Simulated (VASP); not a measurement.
# Mg (Im-3m) in VASP: a series of runs

The runs below take Mg through electric field gradients, with r2SCAN.

Program: VASP 6.6.1. These are calculated values, not measurements. Logs are shortened: lines on timing, memory, paths and dates and some standing lists are left out, and cuts for length are marked.

## 1. The cell of the first run

It takes space group Im-3m (No. 229, cubic). The conventional cell has a = 3.485 Å, b = 3.485 Å, c = 3.485 Å, α = 90.00°, β = 90.00°, γ = 90.00°. Within 4.0 Å of Mg (site symmetry m-3m) lie 14 Mg at 3.02 to 3.49 Å.

## 2. Electric field gradients, r2SCAN (volume scaled by 0.95)

Input file POSCAR:

```
Mg
1.0
   -1.7427118351      1.7427118351      1.7427118351
    1.7427118351     -1.7427118351      1.7427118351
    1.7427118351      1.7427118351     -1.7427118351
Mg
1
Direct
    0.0000000000      0.0000000000      0.0000000000
```

Input file INCAR.step1:

```
SYSTEM = Mg
PREC     = Accurate       ! precision mode
ENCUT    = 520            ! plane-wave cutoff, eV
ISMEAR   = -1             ! smearing method
SIGMA    = 0.08           ! smearing width, eV
LREAL    = .False.        ! projectors in reciprocal space
LASPH    = .True.         ! aspherical terms in the spheres
NELM     = 80             ! most SCF steps
NBANDS   = 7              ! bands
GGA      = PE             ! functional
ALGO     = Normal         ! electronic algorithm
EDIFF    = 1E-4           ! SCF threshold, eV
LWAVE    = .True.         ! write WAVECAR
LCHARG   = .False.        ! write CHGCAR
```

Input file INCAR.step2:

```
SYSTEM = Mg
PREC     = Accurate       ! precision mode
ENCUT    = 520            ! plane-wave cutoff, eV
EDIFF    = 1E-8           ! SCF threshold, eV
ISMEAR   = -1             ! smearing method
SIGMA    = 0.08           ! smearing width, eV
LREAL    = .False.        ! projectors in reciprocal space
LASPH    = .True.         ! aspherical terms in the spheres
NELM     = 80             ! most SCF steps
ALGO     = Normal         ! electronic algorithm
ISIF     = 2              ! what is computed and relaxed
LWAVE    = .False.        ! write WAVECAR
LCHARG   = .False.        ! write CHGCAR
METAGGA  = R2SCAN         ! meta-GGA
LMIXTAU  = .True.       
LEFG     = .True.       
NBANDS   = 7              ! bands
ISTART   = 1
```

Input file KPOINTS:

```
regular mesh
0
Gamma
  14 14 14
  0 0 0
```

Potentials or basis: VASP PAW PBE potentials, release 64 (Mg).

Launch:

```console
$ cat potpaw_PBE.64/Mg/POTCAR > POTCAR
$ cp INCAR.step1 INCAR
$ mpirun -np 1 vasp_std > vasp.out
$ cp INCAR.step2 INCAR
$ mpirun -np 1 vasp_std > vasp.out
```

OUTCAR:

```text
SYSTEM = Mg
   PREC = Accurate
   ENCUT = 520
   EDIFF = 1E-8
   ISMEAR = -1
   LREAL = .False.
   LASPH = .True.
   NELM = 80
   ISIF = 2
   METAGGA = R2SCAN
   ISTART = 1

 ion  position               nearest neighbor table
   1  0.000  0.000  0.000-

  LATTYP: Found a body centered cubic cell.
 ALAT       =     3.4854236702

  Lattice vectors:

 A1 = (  -1.7427118351,   1.7427118351,   1.7427118351)
 A2 = (   1.7427118351,  -1.7427118351,   1.7427118351)
 A3 = (   1.7427118351,   1.7427118351,  -1.7427118351)

Analysis of symmetry for initial positions (statically):
=====================================================================
 Subroutine PRICEL returns:
 Original cell was already a primitive cell.

 Routine SETGRP: Setting up the symmetry group for a
 body centered cubic supercell.

 Subroutine GETGRP returns: Found 48 space group operations
 (whereof 48 operations were pure point group operations)
 out of a pool of 48 trial point group operations.

The static configuration has the point symmetry O_h .

Analysis of symmetry for dynamics (positions and initial velocities):
=====================================================================
 Subroutine PRICEL returns:
 Original cell was already a primitive cell.

 Routine SETGRP: Setting up the symmetry group for a
 body centered cubic supercell.

 Subroutine GETGRP returns: Found 48 space group operations
 (whereof 48 operations were pure point group operations)
 out of a pool of 48 trial point group operations.

The dynamic configuration has the point symmetry O_h .

 Subroutine INISYM returns: Found 48 space group operations
 (whereof 48 operations are pure point group operations),
 and found     1 'primitive' translations

----------------------------------------------------------------------------------------

                                     Primitive cell

  volume of cell :      21.1708

  direct lattice vectors                    reciprocal lattice vectors
    -1.742711835  1.742711835  1.742711835     0.000000000  0.286909166  0.286909166
     1.742711835 -1.742711835  1.742711835     0.286909166  0.000000000  0.286909166
     1.742711835  1.742711835 -1.742711835     0.286909166  0.286909166  0.000000000

  length of vectors
     3.018465441  3.018465441  3.018465441     0.405750834  0.405750834  0.405750834

  position of ions in fractional coordinates (direct lattice)
     0.000000000  0.000000000  0.000000000

  ion indices of the primitive-cell ions
   primitive index   ion index
                 1           1

----------------------------------------------------------------------------------------

 KPOINTS: regular mesh

Automatic generation of k-mesh.
 Grid dimensions read from file:
 generate k-points for:   14   14   14

 Generating k-lattice:

  Cartesian coordinates                     Fractional coordinates (reciprocal lattice)
     0.000000000  0.020493512  0.020493512     0.071428571  0.000000000  0.000000000
     0.020493512  0.000000000  0.020493512     0.000000000  0.071428571  0.000000000
     0.020493512  0.020493512  0.000000000     0.000000000  0.000000000  0.071428571

  Length of vectors
     0.028982202  0.028982202  0.028982202

  Shift w.r.t. Gamma in fractional coordinates (k-lattice)
     0.000000000  0.000000000  0.000000000

 Subroutine IBZKPT returns following result:
 ===========================================

 Found    104 irreducible k-points:

 Following reciprocal coordinates:
            Coordinates               Weight
  0.000000  0.000000  0.000000      1.000000
  0.071429  0.000000  0.000000     12.000000
  0.142857  0.000000  0.000000     12.000000
  0.214286  0.000000  0.000000     12.000000
  0.285714  0.000000  0.000000     12.000000
  0.357143  0.000000  0.000000     12.000000
[... 16 lines left out ...]
  0.285714  0.285714  0.000000     24.000000
  0.357143  0.285714  0.000000     24.000000
 [... further k-points ...]
   k-points           NKPTS =    104   k-points in BZ     NKDIM =    104   number of bands    NBANDS=      7
   number of dos      NEDOS =    301   number of ions     NIONS =      1
   total plane-waves  NPLWV =  13824
   dimension x,y,z NGX =    24 NGY =   24 NGZ =   24
   dimension x,y,z NGXF=    48 NGYF=   48 NGZF=   48
   ions per type =               1
   NGX,Y,Z   is equivalent  to a cutoff of  13.22, 13.22, 13.22 a.u.
   NGXF,Y,Z  is equivalent  to a cutoff of  26.44, 26.44, 26.44 a.u.
 SYSTEM =  Mg
   PREC   = accura    normal or accurate (medium, high low for compatibility)
   ISTART =      1    job   : 0-new  1-cont  2-samecut
   ICHARG =      0    charge: 1-file 2-atom 10-const
   ISPIN  =      1    spin polarized calculation?
   LNONCOLLINEAR =      F non collinear calculations
   LSORBIT =      F    spin-orbit coupling
   LASPH  =      T    aspherical Exc in radial PAW
   ENCUT  =  520.0 eV  38.22 Ry    6.18 a.u.   5.61  5.61  5.61*2*pi/ulx,y,z
   NELM   =     80;   NELMIN=  2; NELMDL=  0     # of ELM steps
   EDIFF  = 0.1E-07   stopping-criterion for ELM
   LREAL  =      F    real-space projection
   EDIFFG = 0.1E-06   stopping-criterion for IOM
   NSW    =      0    number of steps for IOM
   IBRION =     -1    ionic relax: 0-MD 1-quasi-New 2-CG
   NFREE  =      0    steps in history (QN), initial steepest desc. (CG)
   ISIF   =      2    stress and relaxation
   ISYM   =      2    0-nonsym 1-usesym 2-fastsym
   POTIM  = 0.5000    time-step for ionic-motion
   TEBEG  =    0.0;   TEEND  =   0.0 temperature during run
   PSTRESS=    0.0 pullay stress
   NELECT =       2.0000    total number of electrons
   NUPDOWN=      -1.0000    fix difference up-down
   EMIN   =  10.00;   EMAX   =-10.00  energy-range for DOS
   EFERMI =   0.00;   METHOD = LEGACY
   ISMEAR =    -1;   SIGMA  =   0.08  broadening in eV -4-tet -1-fermi 0-gaus
   EFERMI_NEDOS =   21; number of points for ismear=-14 and -15
   IALGO  =     38    algorithm
   IMIX   =      4    mixing-type and parameters
     AMIX     =   0.40;   BMIX     =  1.00
     AMIX_MAG =   1.60;   BMIX_MAG =  1.00
  volume/ion in A,a.u.               =      21.17       142.87
  Fermi-wavevector in a.u.,A,eV,Ry     =   0.745600  1.408980  7.563743  0.555919
  Thomas-Fermi vector in A             =   1.841225
   LORBIT       =      0    0 simple, 1 ext, 2 COOP (PROOUT), +10 PAW based schemes
   METAGGA = R2SCAN    functional components
   LHFCALC =     F    Hartree Fock is set to
   AEXX    =    0.0000 exact exchange contribution
   IVDW    =     0    specifies the selected vdW correction
   LEPSILON=     F    determine dielectric tensor
   LRPA    =     F    only Hartree local field effects (RPA)
 non-spin polarized calculation
  energy-cutoff  :      520.00
  volume of cell :       21.17
 maximum number of plane-waves:       586
   NGX = 11   NGY = 11   NGZ = 11

 number of electron       2.0000000 magnetization

 Free energy of the ion-electron system (eV)
  ---------------------------------------------------
  ext. energy  EPLUGINS =         0.00000000
  ---------------------------------------------------
  free energy    TOTEN  =        -4.11638996 eV

  energy without entropy =       -4.10839066  energy(sigma->0) =       -4.11239031

 E-fermi :   3.1803     XC(G=0):  -9.3051

 val. band max:        3.1727897240   @ k =  -0.4286   0.4286   0.3571
 cond. band min:       3.1975038311   @ k =   0.3571   0.1429   0.1429
 fundamental gap:      0.0247141071
 Fermi energy:         3.1802511755

 k-point     1 :       0.0000    0.0000    0.0000
  band No.  band energies     occupation
      1      -4.6667      2.00000
      2      17.5789      0.00000
      3      17.5789      0.00000
      4      17.5789      0.00000
      5      19.8226      0.00000
      6      19.8226      0.00000
      7      20.6756      0.00000

 k-point     2 :       0.0714    0.0000    0.0000
  band No.  band energies     occupation
      1      -4.5320      2.00000
      2      16.1009      0.00000
      3      16.8912      0.00000
      4      17.0887      0.00000
      5      18.7377      0.00000
      6      18.8854      0.00000
      7      20.7565      0.00000
[... 201 lines left out ...]
 k-point    23 :       0.2857    0.2857    0.0000
  band No.  band energies     occupation
      1       1.5373      2.00000
      2       4.6269      0.00000
      3       5.9869      0.00000
      4      12.5386      0.00000
      5      18.6380      0.00000
      6      19.8064      0.00000
      7      22.4799      0.00000

 k-point    24 :       0.3571    0.2857    0.0000
  band No.  band energies     occupation
      1       2.7739      1.98763
      2       3.4879      0.04186
      3       5.5399      0.00000
      4      12.4209      0.00000
      5      18.8965      0.00000
      6      20.2415      0.00000
      7      21.6563      0.00000

 [... further k-points ...]

------------------------ aborting loop because EDIFF is reached ----------------------------------------

  FORCE on cell =-STRESS in cart. coord.  units (eV):
  Direction    XX          YY          ZZ          XY          YZ          ZX
  --------------------------------------------------------------------------------------
  -------------------------------------------------------------------------------------
  Total        0.3272683      0.3272683      0.3272683     -0.0000000     -0.0000000     -0.0000000
  in kB       24.7672470     24.7672470     24.7672470     -0.0000000     -0.0000000     -0.0000000
  external PRESSURE =      24.7672470 kB  Pullay stress =       0.0000000 kB

 VOLUME and BASIS-vectors are now :
 -----------------------------------------------------------------------------
  energy-cutoff  :      520.00
  volume of cell :       21.17
      direct lattice vectors                 reciprocal lattice vectors
    -1.742711835  1.742711835  1.742711835     0.000000000  0.286909166  0.286909166
     1.742711835 -1.742711835  1.742711835     0.286909166  0.000000000  0.286909166
     1.742711835  1.742711835 -1.742711835     0.286909166  0.286909166  0.000000000

 POSITION                                       TOTAL-FORCE (eV/Angst)
 -----------------------------------------------------------------------------------
      0.00000      0.00000      0.00000        -0.000000     -0.000000     -0.000000
 -----------------------------------------------------------------------------------
    total drift:                                0.000000      0.000000      0.000000

  FREE ENERGIE OF THE ION-ELECTRON SYSTEM (eV)
  ---------------------------------------------------
  free  energy   TOTEN  =        -4.1163899643 eV

  energy  without entropy=       -4.1083906641  energy(sigma->0) =       -4.11239031

 Electric field gradients (V/A^2)
---------------------------------------------------------------------
 ion       V_xx      V_yy      V_zz      V_xy      V_xz      V_yz
---------------------------------------------------------------------
   1      -0.000    -0.000    -0.000     0.000     0.000     0.000
---------------------------------------------------------------------

 Electric field gradients after diagonalization (V/A^2)
 (convention: |V_zz| > |V_xx| > |V_yy|)
----------------------------------------------------------------------
 ion       V_xx      V_yy      V_zz     asymmetry (V_yy - V_xx)/ V_zz
----------------------------------------------------------------------
   1      -0.000    -0.000     0.000       0.000
----------------------------------------------------------------------

           NMR quadrupolar parameters

 Cq : quadrupolar parameter    Cq=e*Q*V_zz/h
 eta: asymmetry parameters     (V_yy - V_xx)/ V_zz
 Q  : nuclear electric quadrupole moment in mb (millibarn)
----------------------------------------------------------------------
 ion       Cq(MHz)       eta       Q (mb)
----------------------------------------------------------------------
   1       0.000       0.000       1.000
----------------------------------------------------------------------
```

Run time: 2.5 min. Hardware: 1 thread of AMD EPYC 7R43 (Zen 3), shared host; peak memory 0.11 GiB.

What came out:

* Free energy: -4.1164 eV
* Pressure: 2.5 GPa
* Band gap on the k mesh: zero (band 1 reaches 7.28 eV, above the bottom of band 2 at 2.25 eV)

Levels at points of the mesh, in eV from the Fermi level:
| k point | band 1 | band 2 | band 3 | band 4 |
| --- | --- | --- | --- | --- |
| (0.00, 0.00, 0.00) | -7.85 | 14.40 | 14.40 | 14.40 |
| (0.50, 0.00, 0.00) | -1.88 | -0.93 | 9.39 | 10.68 |
| (0.50, 0.50, 0.50) | 4.10 | 4.10 | 4.31 | 4.31 |

Caveat: without QUAD_EFG the Cq values of the log hold for a quadrupole moment of 1 mb, not for the nuclei; the PAW data sets were made with another functional, which shifts forces and pressure a little.

(Part 1 of 2 ends here.)
